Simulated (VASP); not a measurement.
Input of a VASP 6.6.1 run:

Contents of POSCAR:

```
SrO
1.0
    4.3562736472      0.0000000000      0.0000000000
   -2.1781368236      3.7726436443      0.0000000000
    0.0000000000      0.0000000000      5.2483901368
Sr O
2 2
Direct
    0.3333333333      0.6666666667      0.9375000000
    0.6666666667      0.3333333333      0.4375000000
    0.3333333333      0.6666666667      0.4375000000
    0.6666666667      0.3333333333      0.9375000000
```

Contents of INCAR.step1:

```
SYSTEM = SrO
PREC = Accurate
ENCUT = 520
ISMEAR = 0
SIGMA = 0.01
LREAL = .False.
LASPH = .True.
NELM = 80
NBANDS = 24
GGA = PE
ALGO = Normal
EDIFF = 1E-4
LWAVE = .True.
LCHARG = .False.
```

Contents of INCAR.step2:

```
SYSTEM = SrO
PREC = Accurate
ENCUT = 520
EDIFF = 1E-6
ISMEAR = 0
SIGMA = 0.01
LREAL = .False.
LASPH = .True.
NELM = 80
ALGO = Normal
ISIF = 2
LWAVE = .False.
LCHARG = .True.
METAGGA = R2SCAN
LMIXTAU = .True.
LELF = .True.
LVHAR = .True.
NBANDS = 24
ISTART = 1
```

The input KPOINTS:

```
Automatic mesh
0
Gamma
  12 12 6
  0 0 0
```

Potentials or basis: VASP PAW PBE potentials, release 64 (Sr_sv, O).

Launch:

```sh
$ cat potpaw_PBE.64/Sr_sv/POTCAR potpaw_PBE.64/O/POTCAR > POTCAR
$ cp INCAR.step1 INCAR
$ mpirun -np 1 vasp_std > vasp.out
$ cp INCAR.step2 INCAR
$ mpirun -np 1 vasp_std > vasp.out
```

Q: Predict the pressure.

A: -3.6 GPa.

Q: Estimate the band gap on the k mesh.

A: 2.84 eV.

Stress tensor (GPa, compression positive):
```
-3.47  0.00  0.00
 0.00 -3.47  0.00
 0.00  0.00 -3.89
```

Caveat: the cell differs from its parent crystal (strain +2.0%); the cell stands under tension; the PAW data sets were made with another functional, which shifts forces and pressure a little. A k mesh can miss the band edges.
